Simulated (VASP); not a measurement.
Input of a VASP 6.6.1 run:

Contents of INCAR:

```
PREC = Accurate
ENCUT = 520
EDIFF = 1E-7
ISMEAR = -1
SIGMA = 0.1
LREAL = False
LASPH = True
NELM = 100
ALGO = Normal
ISIF = 2
LWAVE = False
LCHARG = True
GGA = PE
LELF = True
LVHAR = True
NBANDS = 42
```

Contents of KPOINTS:

```
Automatic mesh
0
Gamma
  4 7 5
```

The input POSCAR:

```
AlGa
1.0
    7.2627080000      0.0000000000      0.0000000000
    0.0000000000      3.5143020000      0.0000000000
    0.0000000000      0.0000000000      5.2404810000
Al Ga
4 4
Direct
    0.1247947395      0.2500000000      0.3738110280
    0.3752052605      0.7500000000      0.8738110280
    0.6247947395      0.2500000000      0.1261889720
    0.8752052605      0.7500000000      0.6261889720
    0.6042031402      0.2500000000      0.6295629338
    0.8957968598      0.7500000000      0.1295629338
    0.1042031402      0.2500000000      0.8704370662
    0.3957968598      0.7500000000      0.3704370662
```

Potentials or basis: VASP PAW PBE potentials, release 64 (Al, Ga_d).

Command:

```bash
$ cat potpaw_PBE.64/Al/POTCAR potpaw_PBE.64/Ga_d/POTCAR > POTCAR
$ mpirun -np 1 vasp_std > vasp.out
```

Q: Estimate the largest force.

A: 0.007 eV/Å.

Q: Estimate the band gap on the k mesh.

A: Zero (band 32 reaches 8.75 eV, above the bottom of band 33 at 6.09 eV).

Forces in eV/Å, atoms in the order of the input:
```
Al  -0.003  0.000  0.002
Al   0.003  0.000  0.002
Al  -0.003  0.000 -0.002
Al   0.003  0.000 -0.002
Ga   0.003  0.000  0.006
Ga  -0.003  0.000  0.006
Ga   0.003  0.000 -0.006
Ga  -0.003  0.000 -0.006
```
